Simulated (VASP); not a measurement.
A run of VASP 6.6.1 is set up as follows.

File POSCAR:

```
Hf
1.0
    3.1967000000      0.0000000000      0.0000000000
   -1.5983500000      2.7684234083      0.0000000000
    0.0000000000      0.0000000000      5.0578000000
Hf
2
Direct
    0.6666666667      0.3333333333      0.7500000000
    0.3333333333      0.6666666667      0.2500000000
```

Contents of INCAR.step1:

```
  ALGO = Normal
  EDIFF = 1E-4
  ENCUT = 520
  GGA = PE
  GGA_COMPAT = False
  ISMEAR = -1
  LASPH = True
  LCHARG = False
  LMAXMIX = 4
  LREAL = False
  LSORBIT = True
  LWAVE = True
  MAGMOM = 0 0 0 0 0 0
  NBANDS = 32
  NELM = 150
  PREC = Accurate
  SIGMA = 0.05
```

File INCAR.step2:

```
  ALGO = Normal
  EDIFF = 1E-6
  ENCUT = 520
  GGA_COMPAT = False
  ISIF = 2
  ISMEAR = -1
  ISTART = 1
  LASPH = True
  LCHARG = True
  LMAXMIX = 4
  LMIXTAU = True
  LORBIT = 11
  LORBMOM = True
  LREAL = False
  LSORBIT = True
  LVHAR = True
  LWAVE = False
  MAGMOM = 0 0 0 0 0 0
  METAGGA = R2SCAN
  NBANDS = 32
  NELM = 150
  PREC = Accurate
  SIGMA = 0.05
```

KPOINTS

```
k-points
0
Gamma
  7 7 4
```

Potentials or basis: VASP PAW PBE potentials, release 64 (Hf_pv).

The run is started by

```bash
$ cat potpaw_PBE.64/Hf_pv/POTCAR > POTCAR
$ cp INCAR.step1 INCAR
$ mpirun -np 1 vasp_ncl > vasp.out
$ cp INCAR.step2 INCAR
$ mpirun -np 1 vasp_ncl > vasp.out
```

Task: Predict the pressure.

Result: -1.0 GPa.

Task: What does it give for the net moment?

Result: 0.00 μB per cell.

Moments on the atoms (μB; x, y, z):
```
Hf  0.00 0.00 0.00
Hf  0.00 0.00 0.00
```

Caveat: the PAW data sets were made with another functional, which shifts forces and pressure a little.
